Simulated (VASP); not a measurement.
# Li in VASP: further runs

Runs on Li. Level: PBE+D3(BJ). Tasks: single point.

All numbers are computed with VASP 6.6.1; they aren't measurements. Logs are shortened: lines on timing, memory, paths and dates and some standing lists are left out, and cuts for length are marked.

### 1 The cell of the first run

It takes space group P6_3/mmc (No. 194, hexagonal). The conventional cell has a = 3.111 Å, b = 3.111 Å, c = 5.093 Å, α = 90.00°, β = 90.00°, γ = 120.00°. Li (site symmetry -6m2) has 12 Li at 3.11 to 3.12 Å within 4.1 Å.

This isn't the form of Li at room conditions, which is bcc.

### 2 Single point, PBE+D3(BJ)

INCAR reads:

```
ALGO = Normal
EDIFF = 1E-6
ENCUT = 750
GGA = PE
GGA_COMPAT = False
ISIF = 2
ISMEAR = -1
IVDW = 12
LASPH = True
LCHARG = True
LELF = True
LREAL = False
LVHAR = True
LWAVE = False
NBANDS = 10
NELM = 120
PREC = Accurate
SIGMA = 0.15
```

KPOINTS reads:

```
k-points
0
Gamma
  7 7 4
```

POSCAR reads:

```
Li
1.0
    3.1110000000      0.0000000000      0.0000000000
   -1.5555000000      2.6942050300      0.0000000000
    0.0000000000      0.0000000000      5.0930000000
Li
2
Direct
    0.3333333340      0.6666666679      0.2500000000
    0.6666666660      0.3333333321      0.7500000000
```

Potentials or basis: VASP PAW PBE potentials, release 64 (Li_sv).

Run with:

```
$ cat potpaw_PBE.64/Li_sv/POTCAR > POTCAR
$ mpirun -np 1 vasp_std > vasp.out
```

OUTCAR:

```text
EDIFF = 1E-6
   ENCUT = 750
   GGA = PE
   ISIF = 2
   ISMEAR = -1
   IVDW = 12
   LASPH = True
   LREAL = False
   NELM = 120
   PREC = Accurate
 IVDW          = 12

 ion  position               nearest neighbor table
   1  0.333  0.667  0.250-
   2  0.667  0.333  0.750-

  LATTYP: Found a hexagonal cell.
 ALAT       =     3.1110000000
 C/A-ratio  =     1.6370941819

  Lattice vectors:

 A1 = (   3.1110000000,   0.0000000000,   0.0000000000)
 A2 = (  -1.5555000000,   2.6942050300,   0.0000000000)
 A3 = (   0.0000000000,   0.0000000000,   5.0930000000)

Analysis of symmetry for initial positions (statically):
=====================================================================
 Subroutine PRICEL returns:
 Original cell was already a primitive cell.

 Routine SETGRP: Setting up the symmetry group for a
 hexagonal supercell.

 Subroutine GETGRP returns: Found 24 space group operations
 (whereof 12 operations were pure point group operations)
 out of a pool of 24 trial point group operations.

The static configuration has the point symmetry D_3d.
 The point group associated with its full space group is D_6h.

Analysis of symmetry for dynamics (positions and initial velocities):
=====================================================================
 Subroutine PRICEL returns:
 Original cell was already a primitive cell.

 Routine SETGRP: Setting up the symmetry group for a
 hexagonal supercell.

 Subroutine GETGRP returns: Found 24 space group operations
 (whereof 12 operations were pure point group operations)
 out of a pool of 24 trial point group operations.

The dynamic configuration has the point symmetry D_3d.
 The point group associated with its full space group is D_6h.

 Subroutine INISYM returns: Found 24 space group operations
 (whereof 12 operations are pure point group operations),
 and found     1 'primitive' translations

----------------------------------------------------------------------------------------

                                     Primitive cell

  volume of cell :      42.6879

  direct lattice vectors                    reciprocal lattice vectors
     3.111000000  0.000000000  0.000000000     0.321440051  0.185583500  0.000000000
    -1.555500000  2.694205030  0.000000000     0.000000000  0.371167001  0.000000000
     0.000000000  0.000000000  5.093000000     0.000000000  0.000000000  0.196347929

  length of vectors
     3.111000000  3.110999999  5.093000000     0.371167000  0.371167001  0.196347929

  position of ions in fractional coordinates (direct lattice)
     0.333333334  0.666666668  0.250000000
     0.666666666  0.333333332  0.750000000

  ion indices of the primitive-cell ions
   primitive index   ion index
                 1           1
                 2           2

----------------------------------------------------------------------------------------

 KPOINTS: k-points

Automatic generation of k-mesh.
 Grid dimensions read from file:
 generate k-points for:    7    7    4

 Generating k-lattice:

  Cartesian coordinates                     Fractional coordinates (reciprocal lattice)
     0.045920007  0.026511929  0.000000000     0.142857143  0.000000000  0.000000000
     0.000000000  0.053023857  0.000000000     0.000000000  0.142857143  0.000000000
     0.000000000  0.000000000  0.049086982     0.000000000  0.000000000  0.250000000

  Length of vectors
     0.053023857  0.053023857  0.049086982

  Shift w.r.t. Gamma in fractional coordinates (k-lattice)
     0.000000000  0.000000000  0.000000000

 Subroutine IBZKPT returns following result:
 ===========================================

 Found     24 irreducible k-points:

 Following reciprocal coordinates:
            Coordinates               Weight
  0.000000  0.000000  0.000000      1.000000
  0.142857  0.000000  0.000000      6.000000
  0.285714  0.000000  0.000000      6.000000
  0.428571  0.000000  0.000000      6.000000
  0.142857  0.142857  0.000000      6.000000
  0.285714  0.142857  0.000000     12.000000
[... 16 lines left out ...]
  0.428571  0.142857  0.500000      6.000000
  0.285714  0.285714  0.500000      6.000000
   k-points           NKPTS =     24   k-points in BZ     NKDIM =     24   number of bands    NBANDS=     10
   number of dos      NEDOS =    301   number of ions     NIONS =      2
   total plane-waves  NPLWV =  37632
   dimension x,y,z NGX =    28 NGY =   28 NGZ =   48
   dimension x,y,z NGXF=    56 NGYF=   56 NGZF=   96
   ions per type =               2
   NGX,Y,Z   is equivalent  to a cutoff of  14.96, 14.96, 15.67 a.u.
   NGXF,Y,Z  is equivalent  to a cutoff of  29.93, 29.93, 31.34 a.u.
 SYSTEM =  unknown system
   PREC   = accura    normal or accurate (medium, high low for compatibility)
   ISTART =      0    job   : 0-new  1-cont  2-samecut
   ICHARG =      2    charge: 1-file 2-atom 10-const
   ISPIN  =      1    spin polarized calculation?
   LNONCOLLINEAR =      F non collinear calculations
   LSORBIT =      F    spin-orbit coupling
   LASPH  =      T    aspherical Exc in radial PAW
   ENCUT  =  750.0 eV  55.12 Ry    7.42 a.u.   6.95  6.95 11.37*2*pi/ulx,y,z
   NELM   =    120;   NELMIN=  2; NELMDL= -5     # of ELM steps
   EDIFF  = 0.1E-05   stopping-criterion for ELM
   LREAL  =      F    real-space projection
   EDIFFG = 0.1E-04   stopping-criterion for IOM
   NSW    =      0    number of steps for IOM
   IBRION =     -1    ionic relax: 0-MD 1-quasi-New 2-CG
   NFREE  =      0    steps in history (QN), initial steepest desc. (CG)
   ISIF   =      2    stress and relaxation
   ISYM   =      2    0-nonsym 1-usesym 2-fastsym
   POTIM  = 0.5000    time-step for ionic-motion
   TEBEG  =    0.0;   TEEND  =   0.0 temperature during run
   PSTRESS=    0.0 pullay stress
   NELECT =       6.0000    total number of electrons
   NUPDOWN=      -1.0000    fix difference up-down
   EMIN   =  10.00;   EMAX   =-10.00  energy-range for DOS
   EFERMI =   0.00;   METHOD = LEGACY
   ISMEAR =    -1;   SIGMA  =   0.15  broadening in eV -4-tet -1-fermi 0-gaus
   EFERMI_NEDOS =   21; number of points for ismear=-14 and -15
   IALGO  =     38    algorithm
   IMIX   =      4    mixing-type and parameters
     AMIX     =   0.40;   BMIX     =  1.00
     AMIX_MAG =   1.60;   BMIX_MAG =  1.00
  volume/ion in A,a.u.               =      21.34       144.04
  Fermi-wavevector in a.u.,A,eV,Ry     =   0.851185  1.608506  9.857630  0.724515
  Thomas-Fermi vector in A             =   1.967278
   LORBIT       =      0    0 simple, 1 ext, 2 COOP (PROOUT), +10 PAW based schemes
   GGA     = PE    functional components
   LHFCALC =     F    Hartree Fock is set to
   AEXX    =    0.0000 exact exchange contribution
   IVDW    =    12    specifies the selected vdW correction
   LEPSILON=     F    determine dielectric tensor
   LRPA    =     F    only Hartree local field effects (RPA)
 non-spin polarized calculation
  energy-cutoff  :      750.00
  volume of cell :       42.69
 maximum number of plane-waves:      2006
 NGX is ok and might be reduce to    28
   NGX = 13   NGY = 13   NGZ = 23

 number of electron       6.0000006 magnetization

 Free energy of the ion-electron system (eV)
  ---------------------------------------------------
  ext. energy  EPLUGINS =         0.00000000
  ---------------------------------------------------
  free energy    TOTEN  =        -3.84675501 eV

  energy without entropy =       -3.77769953  energy(sigma->0) =       -3.81222727

 E-fermi :   0.4938     XC(G=0):  -6.9196

 val. band max:        0.4756823400   @ k =   0.0000   0.0000   0.0000
 cond. band min:       0.7126210737   @ k =   0.4286   0.1429   0.0000
 fundamental gap:      0.2369387338
 Fermi energy:         0.4937534969

 k-point     1 :       0.0000    0.0000    0.0000
  band No.  band energies     occupation
      1     -46.1253      2.00000
      2     -46.1108      2.00000
      3      -3.0187      2.00000
      4       0.4757      1.06016
      5       3.2123      0.00000
      6      12.5236      0.00000
      7      12.5236      0.00000
      8      13.8753      0.00000
      9      13.8753      0.00000
     10      14.3923      0.00000

 k-point     2 :       0.1429    0.0000    0.0000
  band No.  band energies     occupation
      1     -46.1228      2.00000
      2     -46.1096      2.00000
      3      -2.6989      2.00000
      4       0.8899      0.13308
      5       3.3412      0.00000
      6       9.9826      0.00000
      7      11.0346      0.00000
      8      13.7020      0.00000
      9      13.8480      0.00000
     10      14.2845      0.00000

 k-point     3 :       0.2857    0.0000    0.0000
  band No.  band energies     occupation
      1     -46.1169      2.00000
      2     -46.1072      2.00000
      3      -1.7404      2.00000
      4       2.1267      0.00004
      5       3.4714      0.00000
      6       6.8500      0.00000
      7       9.5355      0.00000
      8      10.7082      0.00000
      9      11.0554      0.00000
     10      13.4069      0.00000

 k-point     4 :       0.4286    0.0000    0.0000
  band No.  band energies     occupation
      1     -46.1115      2.00000
      2     -46.1060      2.00000
      3      -0.2014      1.98076
      4       2.1524      0.00003
      5       4.1319      0.00000
      6       6.2361      0.00000
      7       7.2197      0.00000
      8       8.5620      0.00000
      9       8.7517      0.00000
     10      12.7507      0.00000
[... 222 lines left out ...]
 k-point    22 :       0.2857    0.1429    0.5000
  band No.  band energies     occupation
      1     -46.1095      2.00000
      2     -46.1095      2.00000
      3       0.2986      1.57191
      4       0.2986      1.57191
      5       5.6687      0.00000
      6       5.6687      0.00000
      7       8.2630      0.00000
      8       8.2630      0.00000
      9      10.8686      0.00000
     10      10.8686      0.00000

 k-point    23 :       0.4286    0.1429    0.5000
  band No.  band energies     occupation
      1     -46.1078      2.00000
      2     -46.1078      2.00000
      3       1.4687      0.00300
      4       1.4687      0.00300
      5       3.8231      0.00000
      6       3.8231      0.00000
      7       8.1034      0.00000
      8       8.1034      0.00000
      9      11.3948      0.00000
     10      11.3948      0.00000

 k-point    24 :       0.2857    0.2857    0.5000
  band No.  band energies     occupation
      1     -46.1074      2.00000
      2     -46.1074      2.00000
      3       1.7759      0.00039
      4       1.7759      0.00039
      5       4.0200      0.00000
      6       4.0200      0.00000
      7       6.6992      0.00000
      8       6.6992      0.00000
      9      11.6193      0.00000
     10      11.6193      0.00000

------------------------ aborting loop because EDIFF is reached ----------------------------------------

 Edisp (eV)   -0.32112

 E8    (eV) :    -0.1339

  FORCE on cell =-STRESS in cart. coord.  units (eV):
  Direction    XX          YY          ZZ          XY          YZ          ZX
  --------------------------------------------------------------------------------------
  -------------------------------------------------------------------------------------
  Total      -0.55852    -0.55852    -0.43305     0.00000     0.00000     0.00000
  in kB     -20.96268   -20.96268   -16.25349     0.00000     0.00000     0.00000
  external pressure =      -19.39 kB  Pullay stress =        0.00 kB

 VOLUME and BASIS-vectors are now :
 -----------------------------------------------------------------------------
  energy-cutoff  :      750.00
  volume of cell :       42.69
      direct lattice vectors                 reciprocal lattice vectors
     3.111000000  0.000000000  0.000000000     0.321440051  0.185583500  0.000000000
    -1.555500000  2.694205030  0.000000000     0.000000000  0.371167001  0.000000000
     0.000000000  0.000000000  5.093000000     0.000000000  0.000000000  0.196347929

 POSITION                                       TOTAL-FORCE (eV/Angst)
 -----------------------------------------------------------------------------------
      0.00000      1.79614      1.27325         0.000000     -0.000000      0.000000
      1.55550      0.89807      3.81975        -0.000000      0.000000      0.000000
 -----------------------------------------------------------------------------------
    total drift:                               -0.000000     -0.000001     -0.000000

  FREE ENERGIE OF THE ION-ELECTRON SYSTEM (eV)
  ---------------------------------------------------
  free  energy   TOTEN  =        -4.1678765630 eV

  energy  without entropy=       -4.0988210924  energy(sigma->0) =       -4.13334883
```

Wall time 5.8 s (1 thread of Intel Xeon 6975P-C (Granite Rapids), shared host); peak memory 0.17 GiB.

Results:

```
Free energy                : -4.1679 eV
Pressure                   : -1.9 GPa
Band gap on the k mesh     : zero (bands 3 and 4 overlap by 3.70 eV)
Dispersion energy per atom : -0.161 eV
```

Caveat: three body term missing.

### 3 Single point, PBE+D3(BJ)

INCAR reads:

```
ALGO = Normal ; EDIFF = 1E-6
ENCUT = 750 ; GGA = PE
GGA_COMPAT = False ; ISIF = 2
ISMEAR = -1 ; IVDW = 12
LASPH = True ; LCHARG = False
LREAL = False ; LWAVE = False
NBANDS = 10 ; NELM = 120
PREC = Accurate ; SIGMA = 0.15
```

KPOINTS is that of step 2.

POSCAR reads:

```
Li
1.0
    3.1109999993      0.0000000000      0.0000000000
   -1.5554999997      2.6942050306      0.0000000000
    0.0000000000      0.0000000000      5.0930000000
Li
2
Direct
    0.3180693032      0.6882871492      0.2383548874
    0.6645026388      0.3382930986      0.7468914033
```

Potentials or basis: VASP PAW PBE potentials, release 64 (Li_sv).

Run with:

```
$ cat potpaw_PBE.64/Li_sv/POTCAR > POTCAR
$ mpirun -np 1 vasp_std > vasp.out
```

Wall time 17 s (1 thread of Intel Xeon 6975P-C (Granite Rapids), shared host); peak memory 0.21 GiB.

Results (log left out):

| Quantity | Value |
| --- | --- |
| Free energy | -4.1663 eV |
| Pressure | -1.9 GPa |
| Largest force | 0.049 eV/Å |
| Band gap on the k mesh | zero (bands 3 and 4 overlap by 3.66 eV) |
| Dispersion energy per atom | -0.161 eV |

Forces on the atoms (eV/Å):
```
Li   0.011 -0.008  0.047
Li  -0.011  0.008 -0.047
```

Stress tensor (GPa, compression positive):
```
-2.18  0.13  0.01
 0.13 -2.01 -0.01
 0.01 -0.01 -1.59
```

Levels at points of the mesh, in eV from the Fermi level:
```tsv
k point	band 1	band 2	band 3	band 4	band 5	band 6	band 7
(0.00, 0.00, 0.00)	-46.62	-46.61	-3.51	-0.02	2.72	11.94	12.13
(0.00, 0.00, 0.50)	-46.61	-46.61	-2.44	-2.40	7.52	7.76	12.83
```

Caveat: three body term missing.
